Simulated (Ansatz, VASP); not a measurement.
**F in VASP and in Ansatz**

Contents of INCAR:

```
SYSTEM = F
PREC = Accurate
ENCUT = 520
EDIFF = 1E-7
ISMEAR = 0
SIGMA = 0.05
LREAL = .False.
LASPH = .True.
NELM = 100
ALGO = Normal
ISIF = 2
LWAVE = .False.
LCHARG = .True.
GGA = PS
LELF = .True.
LVHAR = .True.
NBANDS = 22
```

Contents of KPOINTS:

```
regular mesh
0
Gamma
  4 4 2
  0 0 0
```

The input POSCAR:

```
F
1.0
    3.1573117572     -1.8146152765     -0.2435191204
    3.1573117572      1.8146152765     -0.2435191204
   -2.3740572529      0.0000000000      7.2670371310
F
4
Direct
    0.0848459664      0.0848459664      0.1099880702
    0.9151540336      0.9151540336      0.8900119298
    0.5015719855      0.5015719855      0.5937195244
    0.4984280145      0.4984280145      0.4062804756
```

Input for Ansatz:

```yaml
crystal:
  lattice:
    - [3.1573117572, -1.8146152765, -0.2435191204]
    - [3.1573117572, 1.8146152765, -0.2435191204]
    - [-2.3740572529, 0.0, 7.267037131]
  atoms:
    - { symbol: F, position: [0.0848459664, 0.0848459664, 0.1099880702] }
    - { symbol: F, position: [0.9151540336, 0.9151540336, 0.8900119298] }
    - { symbol: F, position: [0.5015719855, 0.5015719855, 0.5937195244] }
    - { symbol: F, position: [0.4984280145, 0.4984280145, 0.4062804756] }
basis:
  ecutwfc: 520.0
kpoints:
  mp_grid: { grid: [4, 4, 2] }
hamiltonian:
  xc: pbesol
scf:
  occupations: { method: gaussian, width: 0.05 }
output:
  forces: true
  stress: true
  eigenvalues: true
```

Alike in both runs: task single point; functional PBEsol; k mesh 4 × 4 × 2; occupations gaussian, width 0.05 eV; no spin polarisation.

|  | VASP | Ansatz |
| --- | --- | --- |
| version | VASP 6.6.1 | Ansatz 0.2.0 |
| potentials or method | VASP PAW PBE potentials, release 64 (F), cutoff 520 eV | scalar-relativistic, plane waves, PAW |
| valence electrons in the cell | 28 | 28 |

Ansatz gave:

- gap on the k mesh at the Fermi level (eV): 1.38
- least direct gap on the mesh (eV): 1.45
- pressure (GPa): -5.3
- traceless stress, the component that is largest in VASP (GPa): -8.51
- rms of the force components (eV/Å): 1.618

Question: What did VASP give for the same quantities?

Answer: gap on the k mesh at the Fermi level (eV): 1.35; least direct gap on the mesh (eV): 1.42; pressure (GPa): -5.3; traceless stress, the component that is largest in VASP (GPa): -7.64; rms of the force components (eV/Å): 1.545.

VASP's potentials were made for PBE, not for PBEsol. Atom by atom the forces differ by 0.163 eV/Å (rms over components). The functional is the same, so the differences come from potentials, cutoffs and numerics.

The k mesh is coarse, so the values compare programs but aren't converged.
